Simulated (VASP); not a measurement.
A run of VASP 6.6.1:

INCAR

```
  ALGO = Normal
  EDIFF = 1E-8
  ENCUT = 520
  GGA = PS
  ISIF = 2
  ISMEAR = -1
  LASPH = T
  LCHARG = F
  LEFG = T
  LREAL = F
  LWAVE = F
  NBANDS = 15
  NELM = 60
  PREC = Accurate
  SIGMA = 0.02
```

Contents of KPOINTS:

```
k-points
0
Gamma
  7 7 7
```

Contents of POSCAR:

```
KCl
1.0
    3.6340000000      0.0363400000      0.0363400000
    0.0363400000      3.6340000000      0.0363400000
    0.0363400000      0.0363400000      3.6340000000
K Cl
1 1
Direct
    0.0000000000      0.0000000000      0.0000000000
    0.5000000000      0.5000000000      0.5000000000
```

Potentials or basis: VASP PAW PBE potentials, release 64 (K_sv, Cl).

The run is started by

```bash
$ cat potpaw_PBE.64/K_sv/POTCAR potpaw_PBE.64/Cl/POTCAR > POTCAR
$ mpirun -np 1 vasp_std > vasp.out
```

Hardware: 1 thread of Intel(R) Xeon(R) Platinum 8488C (Sapphire Rapids), with other jobs on the host.

How long does it take, and how much memory?

Wall time 18 s on 1 thread of Intel(R) Xeon(R) Platinum 8488C (Sapphire Rapids), with other jobs on the host, peak memory 0.16 GiB. Counts: scf iterations 16, k points 44.
